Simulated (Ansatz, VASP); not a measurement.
## SrV: VASP beside Ansatz

File INCAR:

```
SYSTEM = SrV
ALGO = Normal ; EDIFF = 1E-6
ENCUT = 520 ; GGA = PE
ISIF = 2 ; ISMEAR = -1
ISPIN = 2 ; LASPH = .True.
LCHARG = .True. ; LELF = .True.
LMAXMIX = 4 ; LORBIT = 11
LREAL = .False. ; LVHAR = .True.
LWAVE = .False. ; MAGMOM = 0 2
NBANDS = 22 ; NELM = 150
PREC = Accurate ; SIGMA = 0.05
```

KPOINTS

```
k-points
0
Gamma
  8 8 8
  0 0 0
```

POSCAR

```
SrV
1.0
    0.0000000000      2.7770011893      2.7770011893
    2.7770011893      0.0000000000      2.7770011893
    2.7770011893      2.7770011893      0.0000000000
Sr V
1 1
Direct
    0.0000000000      0.0000000000      0.0000000000
    0.5000000000      0.5000000000      0.5000000000
```

input.yaml

```yaml
crystal:
  lattice:
    - [0.0, 2.7770011893, 2.7770011893]
    - [2.7770011893, 0.0, 2.7770011893]
    - [2.7770011893, 2.7770011893, 0.0]
  atoms:
    - { symbol: Sr, position: [0.0, 0.0, 0.0] }
    - { symbol: V, position: [0.5, 0.5, 0.5], spin: 2.0 }
kpoints:
  mp_grid: { grid: [8, 8, 8] }
scf:
  occupations: { method: fermi_dirac, width: 0.05 }
hamiltonian:
  xc: pbe
  pseudopotentials: { kind: all_electron, lapw: { basis_error: 0.0005 } }
magnetization:
  spin_polarized: true
output:
  forces: true
  stress: true
  eigenvalues: true
```

Change from the starting cell: volume scaled by 0.98.

Alike in both runs: task single point; functional PBE; k mesh 8 × 8 × 8; occupations fermi-dirac, width 0.05 eV; collinear spin.

|  | VASP | Ansatz |
| --- | --- | --- |
| version | VASP 6.6.1 | Ansatz 0.2.0 |
| potentials or method | VASP PAW PBE potentials, release 64 (Sr_sv, V_sv), cutoff 520 eV | all-electron LAPW, scalar-relativistic |

|  | VASP | Ansatz | Ansatz less VASP |
| --- | --- | --- | --- |
| gap on the k mesh at the Fermi level (eV) | none | none | - |
| pressure (GPa) | 21.4 | 21.0 | -0.45 |
| net moment per atom (μB) | 1.50 | 1.50 | 0.000 |
| size of the moment on the site where the two differ most (μB) | 2.50 | 2.66 | +0.160 |

Site moments also hang on the region over which each program counts them. A gap of «none» marks a metal or a gap that the smearing closes. Ansatz ran all-electron here, and VASP with PAW potentials.
